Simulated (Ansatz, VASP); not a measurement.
## Two plane-wave programs on Ga3Sb

```xyz
4
Lattice="-2.0228 2.2358 4.5453 2.0228 -2.2358 4.5453 2.0228 2.2358 -4.5453" Properties=species:S:1:pos:R:3 pbc="T T T"
Ga    0.0000    2.2358    2.2726
Ga    2.0228    0.0000    2.2726
Ga    0.0000    0.0000    4.5453
Sb    0.0000    0.0000    0.0000
```

Change from the starting cell: strain -0.0500 x Voigt [1, -1, 0, 0, 0, 0], atoms carried along.

Alike in both runs: task single point; functional PBEsol; k mesh 16 × 16 × 16; occupations gaussian, width 0.15 eV; no spin polarisation.

|  | VASP | Ansatz |
| --- | --- | --- |
| version | VASP 6.6.1 | Ansatz 0.2.0 |
| potentials or method | VASP PAW PBE potentials, release 64 (Ga_d, Sb), cutoff 520 eV | scalar-relativistic, plane waves, PAW |
| valence electrons in the cell | 44 | 54 |

VASP gave:

```
gap on the k mesh at the Fermi level (eV)                     : none
pressure (GPa)                                                : 0.2
traceless stress, the component that is largest in VASP (GPa) : 0.20
rms of the force components (eV/Å)                            : 0.035
```

Task: What did Ansatz give for the same quantities?

Result: gap on the k mesh at the Fermi level (eV): none; pressure (GPa): 0.1; traceless stress, the component that is largest in VASP (GPa): 0.20; rms of the force components (eV/Å): 0.034.

VASP's potentials were made for PBE, not for PBEsol. Atom by atom the forces differ by 0.001 eV/Å (rms over components). A gap of «none» marks a metal or a gap that the smearing closes. VASP's potentials hold 44 valence electrons a cell and Ansatz's 54, so a difference there can come from the potentials and not from the codes.

Neither program's run includes spin-orbit coupling.
